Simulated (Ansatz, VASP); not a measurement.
BP3 in VASP and in Ansatz

```
B P
1.0
     3.68882    0.00000    0.00000
     0.00000    3.68882    0.00000
     0.00000    0.00000    3.68882
B P
1 3
Direct
  0.00000 0.00000 0.00000
  0.00000 0.50000 0.50000
  0.50000 0.00000 0.50000
  0.50000 0.50000 0.00000
```

Alike in both runs: functional PBE; k mesh 12 × 12 × 12; occupations gaussian, width 0.1 eV; no spin polarisation.

Ansatz relaxed the structure, and its values are those at the end. VASP's run is a single point on that final structure, the one shown.

|  | VASP | Ansatz |
| --- | --- | --- |
| version | VASP 6.6.1 | Ansatz 0.2.0 |
| potentials or method | VASP PAW PBE potentials, release 64 (B, P), cutoff 520 eV | scalar-relativistic, plane waves, PAW |
| valence electrons in the cell | 18 | 18 |

```tsv
	VASP	Ansatz	Ansatz less VASP
gap on the k mesh at the Fermi level (eV)	none	none	-
pressure (GPa)	-0.2	0.0	+0.18
```

A gap of «none» marks a metal or a gap that the smearing closes.
